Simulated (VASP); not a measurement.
# Ga3BAs4 (I-42m) in VASP: notebook

Runs on Ga3BAs4. Level: PBE. Tasks: single point.

All numbers are computed with VASP 6.6.1; they aren't measurements. Logs are shortened: lines on timing, memory, paths and dates and some standing lists are left out, and cuts for length are marked.

## 1. The cell of the first run

Symmetry: I-42m, No. 121, tetragonal system. The conventional cell has a = 5.517 Å, b = 5.517 Å, c = 10.951 Å, α = 90.00°, β = 90.00°, γ = 90.00°. Within 3.3 Å of Ga (site symmetry -42m) lie 4 As at 2.52 Å. Ga (site symmetry -4) has 4 As at 2.46 Å within 3.2 Å. Within 2.8 Å of B (site symmetry -42m) lie 4 As at 2.13 Å. As (site symmetry m) has 1 B at 2.13 Å and 3 Ga at 2.46 to 2.52 Å within 2.8 Å.

## 2. Single point, PBE

File INCAR:

```
SYSTEM = Ga3BAs4
PREC = Accurate
ENCUT = 520
EDIFF = 1E-7
ISMEAR = 0
SIGMA = 0.1
LREAL = .False.
LASPH = .True.
NELM = 80
ALGO = Normal
ISIF = 2
LWAVE = .False.
LCHARG = .True.
GGA = PE
LELF = .True.
LVHAR = .True.
NBANDS = 41
```

File KPOINTS:

```
regular mesh
0
Gamma
  4 4 4
  0 0 0
```

File POSCAR:

```
Ga3BAs4
1.0
   -2.7587038000      2.7587038000      5.4755627000
    2.7587038000     -2.7587038000      5.4755627000
    2.7587038000      2.7587038000     -5.4755627000
Ga B As
3 1 4
Direct
    0.0000000000      0.0000000000      0.0000000000
    0.2500000000      0.7500000000      0.5000000000
    0.7500000000      0.2500000000      0.5000000000
    0.5000000000      0.5000000000      0.0000000000
    0.6056690000      0.6056690000      0.4407040000
    0.1649650000      0.1649650000      0.5592960000
    0.8350350000      0.3943310000      0.0000000000
    0.3943310000      0.8350350000      0.0000000000
```

Potentials or basis: VASP PAW PBE potentials, release 64 (Ga_d, B, As).

The run is started by

```bash
cat potpaw_PBE.64/Ga_d/POTCAR potpaw_PBE.64/B/POTCAR potpaw_PBE.64/As/POTCAR > POTCAR
mpirun -np 1 vasp_std > vasp.out
```

OUTCAR:

```text
SYSTEM = Ga3BAs4
   PREC = Accurate
   ENCUT = 520
   EDIFF = 1E-7
   ISMEAR = 0
   LREAL = .False.
   LASPH = .True.
   NELM = 80
   ISIF = 2
   GGA = PE

 ion  position               nearest neighbor table
   1  0.000  0.000  0.000-   5 2.52   7 2.52   8 2.52   6 2.52
   2  0.250  0.750  0.500-   5 2.46   6 2.46   8 2.46   7 2.46
   3  0.750  0.250  0.500-   5 2.46   6 2.46   7 2.46   8 2.46
   4  0.500  0.500  0.000-   5 2.13   6 2.13   7 2.13   8 2.13
   5  0.606  0.606  0.441-   4 2.13   3 2.46   2 2.46   1 2.52
   6  0.165  0.165  0.559-   4 2.13   3 2.46   2 2.46   1 2.52
   7  0.835  0.394  0.000-   4 2.13   2 2.46   3 2.46   1 2.52
   8  0.394  0.835  0.000-   4 2.13   3 2.46   2 2.46   1 2.52

  LATTYP: Found a body centered tetragonal cell.
 ALAT       =     5.5174076000
 C/A-ratio  =     1.9848316807

  Lattice vectors:

 A1 = (  -2.7587038000,   2.7587038000,   5.4755627000)
 A2 = (   2.7587038000,  -2.7587038000,   5.4755627000)
 A3 = (   2.7587038000,   2.7587038000,  -5.4755627000)

Analysis of symmetry for initial positions (statically):
=====================================================================
 Subroutine PRICEL returns:
 Original cell was already a primitive cell.

 Routine SETGRP: Setting up the symmetry group for a
 body centered tetragonal supercell.

 Subroutine GETGRP returns: Found  8 space group operations
 (whereof  8 operations were pure point group operations)
 out of a pool of 16 trial point group operations.

The static configuration has the point symmetry D_2d.

Analysis of symmetry for dynamics (positions and initial velocities):
=====================================================================
 Subroutine PRICEL returns:
 Original cell was already a primitive cell.

 Routine SETGRP: Setting up the symmetry group for a
 body centered tetragonal supercell.

 Subroutine GETGRP returns: Found  8 space group operations
 (whereof  8 operations were pure point group operations)
 out of a pool of 16 trial point group operations.

The dynamic configuration has the point symmetry D_2d.

 Subroutine INISYM returns: Found  8 space group operations
 (whereof  8 operations are pure point group operations),
 and found     1 'primitive' translations

----------------------------------------------------------------------------------------

                                     Primitive cell

  volume of cell :     166.6859

  direct lattice vectors                    reciprocal lattice vectors
    -2.758703800  2.758703800  5.475562700     0.000000000  0.181244540  0.091314816
     2.758703800 -2.758703800  5.475562700     0.181244540  0.000000000  0.091314816
     2.758703800  2.758703800 -5.475562700     0.181244540  0.181244540  0.000000000

  length of vectors
     6.723293850  6.723293850  6.723293850     0.202948217  0.202948217  0.256318486

  position of ions in fractional coordinates (direct lattice)
     0.000000000  0.000000000  0.000000000
     0.250000000  0.750000000  0.500000000
     0.750000000  0.250000000  0.500000000
     0.500000000  0.500000000  0.000000000
     0.605669000  0.605669000  0.440704000
     0.164965000  0.164965000  0.559296000
     0.835035000  0.394331000  0.000000000
     0.394331000  0.835035000  0.000000000

  ion indices of the primitive-cell ions
   primitive index   ion index
                 1           1
                 2           2
                 3           3
                 4           4
                 5           5
                 6           6
                 7           7
                 8           8

----------------------------------------------------------------------------------------

 KPOINTS: regular mesh

Automatic generation of k-mesh.
 Grid dimensions read from file:
 generate k-points for:    4    4    4

 Generating k-lattice:

  Cartesian coordinates                     Fractional coordinates (reciprocal lattice)
     0.000000000  0.045311135  0.022828704     0.250000000  0.000000000  0.000000000
     0.045311135  0.000000000  0.022828704     0.000000000  0.250000000  0.000000000
     0.045311135  0.045311135  0.000000000     0.000000000  0.000000000  0.250000000

  Length of vectors
     0.050737054  0.050737054  0.064079621

  Shift w.r.t. Gamma in fractional coordinates (k-lattice)
     0.000000000  0.000000000  0.000000000

 Subroutine IBZKPT returns following result:
 ===========================================

 Found     13 irreducible k-points:

 Following reciprocal coordinates:
            Coordinates               Weight
  0.000000  0.000000  0.000000      1.000000
  0.250000  0.000000 -0.000000      8.000000
  0.500000  0.000000 -0.000000      4.000000
  0.250000  0.250000 -0.000000      8.000000
  0.500000  0.250000 -0.000000     16.000000
 -0.250000  0.250000  0.000000      4.000000
  0.500000  0.500000 -0.000000      2.000000
  0.250000  0.250000  0.250000      2.000000
 -0.250000  0.250000  0.250000      4.000000
  0.500000  0.500000  0.250000      4.000000
 -0.250000  0.500000  0.250000      8.000000
 -0.250000 -0.250000  0.250000      2.000000
  0.500000  0.500000  0.500000      1.000000
   k-points           NKPTS =     13   k-points in BZ     NKDIM =     13   number of bands    NBANDS=     41
   number of dos      NEDOS =    301   number of ions     NIONS =      8
   total plane-waves  NPLWV = 125000
   dimension x,y,z NGX =    50 NGY =   50 NGZ =   50
   dimension x,y,z NGXF=   100 NGYF=  100 NGZF=  100
   ions per type =               3   1   4
   NGX,Y,Z   is equivalent  to a cutoff of  12.36, 12.36, 12.36 a.u.
   NGXF,Y,Z  is equivalent  to a cutoff of  24.73, 24.73, 24.73 a.u.
 SYSTEM =  Ga3BAs4
   PREC   = accura    normal or accurate (medium, high low for compatibility)
   ISTART =      0    job   : 0-new  1-cont  2-samecut
   ICHARG =      2    charge: 1-file 2-atom 10-const
   ISPIN  =      1    spin polarized calculation?
   LNONCOLLINEAR =      F non collinear calculations
   LSORBIT =      F    spin-orbit coupling
   LASPH  =      T    aspherical Exc in radial PAW
   ENCUT  =  520.0 eV  38.22 Ry    6.18 a.u.  12.50 12.50 12.50*2*pi/ulx,y,z
   NELM   =     80;   NELMIN=  2; NELMDL= -5     # of ELM steps
   EDIFF  = 0.1E-06   stopping-criterion for ELM
   LREAL  =      F    real-space projection
   EDIFFG = 0.1E-05   stopping-criterion for IOM
   NSW    =      0    number of steps for IOM
   IBRION =     -1    ionic relax: 0-MD 1-quasi-New 2-CG
   NFREE  =      0    steps in history (QN), initial steepest desc. (CG)
   ISIF   =      2    stress and relaxation
   ISYM   =      2    0-nonsym 1-usesym 2-fastsym
   POTIM  = 0.5000    time-step for ionic-motion
   TEBEG  =    0.0;   TEEND  =   0.0 temperature during run
   PSTRESS=    0.0 pullay stress
   NELECT =      62.0000    total number of electrons
   NUPDOWN=      -1.0000    fix difference up-down
   EMIN   =  10.00;   EMAX   =-10.00  energy-range for DOS
   EFERMI =   0.00;   METHOD = LEGACY
   ISMEAR =     0;   SIGMA  =   0.10  broadening in eV -4-tet -1-fermi 0-gaus
   EFERMI_NEDOS =   21; number of points for ismear=-14 and -15
   IALGO  =     38    algorithm
   IMIX   =      4    mixing-type and parameters
     AMIX     =   0.40;   BMIX     =  1.00
     AMIX_MAG =   1.60;   BMIX_MAG =  1.00
  volume/ion in A,a.u.               =      20.84       140.61
  Fermi-wavevector in a.u.,A,eV,Ry     =   1.177350  2.224870 18.859772  1.386154
  Thomas-Fermi vector in A             =   2.313699
   LORBIT       =      0    0 simple, 1 ext, 2 COOP (PROOUT), +10 PAW based schemes
   GGA     = PE    functional components
   LHFCALC =     F    Hartree Fock is set to
   AEXX    =    0.0000 exact exchange contribution
   IVDW    =     0    specifies the selected vdW correction
   LEPSILON=     F    determine dielectric tensor
   LRPA    =     F    only Hartree local field effects (RPA)
 non-spin polarized calculation
 Gauss-broadening in eV      SIGMA  =   0.10
  energy-cutoff  :      520.00
  volume of cell :      166.69
 maximum number of plane-waves:      4510
 NGX is ok and might be reduce to    50
   NGX = 25   NGY = 25   NGZ = 25

 number of electron      61.9999983 magnetization

 Free energy of the ion-electron system (eV)
  ---------------------------------------------------
  ext. energy  EPLUGINS =         0.00000000
  ---------------------------------------------------
  free energy    TOTEN  =       -35.63817960 eV

  energy without entropy =      -35.63817956  energy(sigma->0) =      -35.63817958

 E-fermi :   4.5065     XC(G=0):  -9.6972

 val. band max:        4.1702469751   @ k =   0.0000   0.0000   0.0000
 cond. band min:       4.8328059645   @ k =   0.0000   0.0000   0.0000
 fundamental gap:      0.6625589893
 Fermi energy:         4.5065459654

 k-point     1 :       0.0000    0.0000    0.0000
  band No.  band energies     occupation
      1     -10.7856      2.00000
      2     -10.7856      2.00000
      3     -10.7806      2.00000
      4     -10.7330      2.00000
      5     -10.6858      2.00000
      6     -10.6842      2.00000
[... 33 lines left out ...]
     40       9.2757      0.00000
     41       9.2757      0.00000

 k-point     2 :       0.2500    0.0000   -0.0000
  band No.  band energies     occupation
      1     -10.7897      2.00000
      2     -10.7845      2.00000
      3     -10.7788      2.00000
      4     -10.7319      2.00000
      5     -10.6866      2.00000
      6     -10.6842      2.00000
[... 33 lines left out ...]
     40       9.0620      0.00000
     41       9.3964      0.00000

 k-point     3 :       0.5000    0.0000   -0.0000
  band No.  band energies     occupation
      1     -10.7935      2.00000
      2     -10.7824      2.00000
      3     -10.7778      2.00000
      4     -10.7309      2.00000
      5     -10.6885      2.00000
      6     -10.6796      2.00000
[... 33 lines left out ...]
     40       9.2415      0.00000
     41       9.7774      0.00000

 k-point     4 :       0.2500    0.2500   -0.0000
  band No.  band energies     occupation
      1     -10.7949      2.00000
      2     -10.7837      2.00000
      3     -10.7766      2.00000
      4     -10.7313      2.00000
      5     -10.6913      2.00000
      6     -10.6854      2.00000
[... 341 lines left out ...]
     40       8.9929      0.00000
     41       9.3104      0.00000

 k-point    12 :      -0.2500   -0.2500    0.2500
  band No.  band energies     occupation
      1     -10.7895      2.00000
      2     -10.7895      2.00000
      3     -10.7736      2.00000
      4     -10.7346      2.00000
      5     -10.6998      2.00000
      6     -10.6850      2.00000
[... 33 lines left out ...]
     40       8.6088      0.00000
     41       8.6088      0.00000

 k-point    13 :       0.5000    0.5000    0.5000
  band No.  band energies     occupation
      1     -10.7930      2.00000
      2     -10.7930      2.00000
      3     -10.7625      2.00000
      4     -10.7394      2.00000
      5     -10.7137      2.00000
      6     -10.6858      2.00000
[... 33 lines left out ...]
     40      10.0836      0.00000
     41      10.0836      0.00000

------------------------ aborting loop because EDIFF is reached ----------------------------------------

  FORCE on cell =-STRESS in cart. coord.  units (eV):
  Direction    XX          YY          ZZ          XY          YZ          ZX
  --------------------------------------------------------------------------------------
  -------------------------------------------------------------------------------------
  Total        0.1900919      0.1900919      0.1629188      0.0000000      0.0000000      0.0000000
  in kB        1.8271542      1.8271542      1.5659682      0.0000000      0.0000000      0.0000000
  external PRESSURE =       1.7400922 kB  Pullay stress =       0.0000000 kB

 VOLUME and BASIS-vectors are now :
 -----------------------------------------------------------------------------
  energy-cutoff  :      520.00
  volume of cell :      166.69
      direct lattice vectors                 reciprocal lattice vectors
    -2.758703800  2.758703800  5.475562700     0.000000000  0.181244540  0.091314816
     2.758703800 -2.758703800  5.475562700     0.181244540  0.000000000  0.091314816
     2.758703800  2.758703800 -5.475562700     0.181244540  0.181244540  0.000000000

 POSITION                                       TOTAL-FORCE (eV/Angst)
 -----------------------------------------------------------------------------------
      0.00000      0.00000      0.00000         0.000000      0.000000     -0.000000
      2.75870     -0.00000      2.73778         0.000000      0.000000      0.000000
     -0.00000      2.75870      2.73778         0.000000     -0.000000      0.000000
      0.00000      0.00000      5.47556         0.000000      0.000000      0.000000
      1.21577      1.21577      4.21965         0.004997      0.004997     -0.013731
      1.54293      1.54293     -1.25591        -0.004997     -0.004997     -0.013731
     -1.21577      1.21577      6.73147        -0.004997      0.004997      0.013731
      1.21577     -1.21577      6.73147         0.004997     -0.004997      0.013731
 -----------------------------------------------------------------------------------
    total drift:                               -0.000013     -0.000013     -0.000005

  FREE ENERGIE OF THE ION-ELECTRON SYSTEM (eV)
  ---------------------------------------------------
  free  energy   TOTEN  =       -35.6381795989 eV

  energy  without entropy=      -35.6381795563  energy(sigma->0) =      -35.63817958
```

Wall time 5.7 min (1 thread of Intel Xeon 8259CL, shared host); peak memory 0.39 GiB.

Results:

```
Free energy            : -35.6382 eV
Pressure               : 0.2 GPa
Largest force          : 0.015 eV/Å
Band gap on the k mesh : 0.66 eV
```

Forces in eV/Å, atoms in the order of the input:
```
Ga   0.000  0.000  0.000
Ga   0.000  0.000  0.000
Ga   0.000  0.000  0.000
B    0.000  0.000  0.000
As   0.005  0.005 -0.014
As  -0.005 -0.005 -0.014
As  -0.005  0.005  0.014
As   0.005 -0.005  0.014
```

Levels at points of the mesh, in eV from the valence-band top:
```tsv
k point	band 29	band 30	band 31	band 32	band 33	band 34
(0.00, 0.00, 0.00)	-0.12	0.00	0.00	0.66	1.17	1.38
(0.50, 0.00, 0.00)	-2.18	-1.52	-1.13	2.63	2.91	3.04
(0.50, 0.50, 0.00)	-1.12	-0.95	-0.78	0.76	1.07	2.23
(0.50, 0.50, 0.50)	-1.92	-1.51	-1.51	1.27	1.36	1.53
```

Caveat: semilocal functionals underestimate gaps, and a narrow one can read as zero.

## 3. Single point, PBE

File INCAR:

```
SYSTEM = Ga3BAs4
ALGO = Normal ; EDIFF = 1E-6
ENCUT = 520 ; GGA = PE
ISIF = 2 ; ISMEAR = 0
LASPH = .True. ; LCHARG = .False.
LREAL = .False. ; LWAVE = .False.
NBANDS = 41 ; NELM = 80
PREC = Accurate ; SIGMA = 0.02
```

File KPOINTS:

```
k-points
0
Gamma
  8 8 8
  0 0 0
```

POSCAR is that of step 2.

Potentials or basis: VASP PAW PBE potentials, release 64 (Ga_d, B, As).

The run is started by

```bash
cat potpaw_PBE.64/Ga_d/POTCAR potpaw_PBE.64/B/POTCAR potpaw_PBE.64/As/POTCAR > POTCAR
mpirun -np 1 vasp_std > vasp.out
```

It took 19 min on 1 thread of Intel Xeon 8259CL, shared host; peak memory 0.57 GiB.

It converged, with:

- Free energy: -35.6559 eV
- Pressure: 0.2 GPa
- Largest force: 0.013 eV/Å
- Band gap on the k mesh: 0.66 eV

Forces on the atoms (eV/Å):
```
Ga   0.000  0.000  0.000
Ga   0.000  0.000  0.000
Ga   0.000  0.000  0.000
B    0.000  0.000  0.000
As   0.007  0.007 -0.009
As  -0.007 -0.007 -0.009
As  -0.007  0.007  0.009
As   0.007 -0.007  0.009
```

Levels at points of the mesh, in eV from the valence-band top:
| k point | band 29 | band 30 | band 31 | band 32 | band 33 | band 34 |
| --- | --- | --- | --- | --- | --- | --- |
| (0.00, 0.00, 0.00) | -0.12 | 0.00 | 0.00 | 0.66 | 1.18 | 1.38 |
| (0.50, 0.00, 0.00) | -2.18 | -1.52 | -1.13 | 2.63 | 2.91 | 3.04 |
| (0.50, 0.50, 0.00) | -1.12 | -0.95 | -0.78 | 0.76 | 1.07 | 2.23 |
| (0.50, 0.50, 0.50) | -1.92 | -1.51 | -1.51 | 1.27 | 1.36 | 1.53 |

Caveat: semilocal functionals underestimate gaps, and a narrow one can read as zero.
